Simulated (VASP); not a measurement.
Input of a VASP 6.6.1 run:

File INCAR:

```
  PREC = Accurate
  ENCUT = 520
  EDIFF = 1E-6
  ISMEAR = 0
  SIGMA = 0.15
  LREAL = False
  LASPH = True
  NELM = 100
  ALGO = Normal
  ISIF = 2
  LWAVE = False
  LCHARG = False
  GGA = PS
  NBANDS = 37
```

The input KPOINTS:

```
regular mesh
0
Gamma
  14 14 4
```

POSCAR

```
Ta4C3
1.0
   -3.1032734570      0.0000000000      0.0000000000
   -1.5516367285     -2.6875136487      0.0000000000
   -2.3272999291     -1.3436672405     10.1645109918
Ta C
4 3
Direct
    0.2155730029      0.2155730029      0.1893666186
   -0.1610359795     -0.1610359795      0.9426348013
   -0.3721122075     -0.3721122075      0.6981042887
    0.4173772581      0.4173772581      0.4524423133
    0.0217539764      0.0217539764      0.5770305159
    0.9482679638      0.9482679638      0.0573012258
   -0.1845077042     -0.1845077042      0.3228702664
```

Potentials or basis: VASP PAW PBE potentials, release 64 (Ta_pv, C).

Run with:

```sh
$ cat potpaw_PBE.64/Ta_pv/POTCAR potpaw_PBE.64/C/POTCAR > POTCAR
$ mpirun -np 1 vasp_std > vasp.out
```

Question: Estimate the band gap on the k mesh.

Answer: Zero (bands 28 and 29 overlap by 0.42 eV).

Question: What does it give for the pressure?

Answer: 33.4 GPa.

Stress tensor (GPa, compression positive):
```
 28.18  16.03 -43.34
 16.03   9.67 -25.02
-43.34 -25.02  62.29
```

Caveat: atoms lie so close that the PAW spheres overlap strongly, which falsifies energies and pressures; the cell stands under pressure; the PAW data sets were made with another functional, which shifts forces and pressure a little; spin-orbit coupling is left out, which moves the levels of the heavy elements.
